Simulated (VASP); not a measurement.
## Ti: relaxation of cell and atoms with PBEsol

The system is Ti.

```xyz
1
Lattice="2.6900 0.0000 0.0000 0.0000 2.6900 0.0000 0.0000 0.0000 2.6900" Properties=species:S:1:pos:R:3 pbc="T T T"
Ti    0.0000    0.0000    0.0000
```

- Program: VASP 6.6.1
- Task: relaxation of cell and atoms
- Functional: PBEsol
- Potentials or basis: VASP PAW PBE potentials, release 64 (Ti_sv)
- Cutoff: 600 eV
- k mesh: 9 × 9 × 9
- Occupations: methfessel-paxton, width 0.1 eV
- Spin: no spin polarisation
- Target pressure: 40 GPa
- Dipole correction: no
- Further INCAR settings: ALGO = Normal; EDIFF = 1e-06; IBRION = 2; EDIFFG = -0.03; NSW = 80; ISIF = 3

```
Relaxed volume                                         : 13.14 Å³/atom
Relaxed cell                                           : a = 2.360 Å, b = 2.360 Å, c = 2.360 Å, α = 90.00°, β = 90.00°, γ = 90.00°
Space group after relaxing (to 0.05 Å)                 : Pm-3m (No. 221)
Energy change on relaxing (the enthalpy is what falls) : +374.1 meV/atom
Ionic steps                                            : 5
Pressure after relaxing                                : 40.2 GPa
Band gap on the k mesh                                 : zero (band 6 reaches 11.83 eV, above the bottom of band 7 at 9.09 eV)
```

The path:
```tsv
step	energy change (eV)	largest force (eV/Å)	pressure (GPa)	volume (Å³)
1	0.0000	0.0000	-7.96	19.47
2	5.9338	0.0000	399.64	7.23
3	0.2144	0.0000	28.73	13.89
4	0.3057	0.0000	35.36	13.43
5	0.3741	0.0000	40.24	13.14
```

Final structure:
```
CELL_PARAMETERS angstrom
2.35980 0.00000 0.00000
0.00000 2.35980 0.00000
0.00000 0.00000 2.35980
ATOMIC_POSITIONS crystal
Ti 0.00000 0.00000 0.00000
```

Levels at points of the mesh, in eV from the Fermi level:
```tsv
k point	band 3	band 4	band 5	band 6	band 7	band 8	band 9	band 10
(0.00, 0.00, 0.00)	-31.31	-31.31	-6.26	-2.19	-2.19	5.58	5.58	5.58
```

Run time: 18 s on 1 thread of Intel Xeon 6975P-C, with other jobs on the host, peak memory 0.16 GiB.

Caveat: the cell is relaxed towards a set pressure, so the enthalpy falls and the energy may rise; the volume moved by over 15 % at a fixed basis, so the end points are rough; the PAW data sets were made with another functional, which shifts forces and pressure a little.
